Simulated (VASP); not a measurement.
Wanted: the native input for a VASP 6.6.1 run.

- Task: single point
- Functional: PBEsol
- Potentials or basis: VASP PAW PBE potentials, release 64 (Ti_sv, Al)
- Cutoff: 520 eV
- k mesh: 12 × 12 × 12
- Occupations: gaussian, width 0.1 eV
- Spin: no spin polarisation
- Dipole correction: no
- Further INCAR settings: ALGO = Fast; EDIFF = 1e-06; NBANDS = 28

The structure of Ti3Al lies in POSCAR:

```
Ti3Al
1.0
    0.0000000000      3.1847926517      3.1847926517
    3.1847926517      0.0000000000      3.1847926517
    3.1847926517      3.1847926517      0.0000000000
Ti Al
3 1
Direct
    0.7500000000      0.7500000000      0.7500000000
    0.2500000000      0.2500000000      0.2500000000
    0.0000000000      0.0000000000      0.0000000000
    0.5000000000      0.5000000000      0.5000000000
```

The input as run:

INCAR

```
  PREC = Accurate
  ENCUT = 520
  EDIFF = 1E-6
  ISMEAR = 0
  SIGMA = 0.1
  LREAL = False
  LASPH = True
  NELM = 80
  ALGO = Fast
  ISIF = 2
  LWAVE = False
  LCHARG = True
  GGA = PS
  LELF = True
  LVHAR = True
  NBANDS = 28
```

KPOINTS

```
regular mesh
0
Gamma
  12 12 12
```

Potentials or basis: VASP PAW PBE potentials, release 64 (Ti_sv, Al).

Launch:

```bash
$ cat potpaw_PBE.64/Ti_sv/POTCAR potpaw_PBE.64/Al/POTCAR > POTCAR
$ mpirun -np 1 vasp_std > vasp.out
```

Results of the run:

```yaml
Pressure: -0.1 GPa
Band_gap_on_the_k_mesh: zero (an odd number of electrons rules out a gap without spin polarisation)
```

Caveat: the PAW data sets were made with another functional, which shifts forces and pressure a little.

Run time: 9 min on 1 thread of AMD EPYC 7R43 64-Core Processor (Zen 3), on a shared host, peak memory 0.24 GiB.
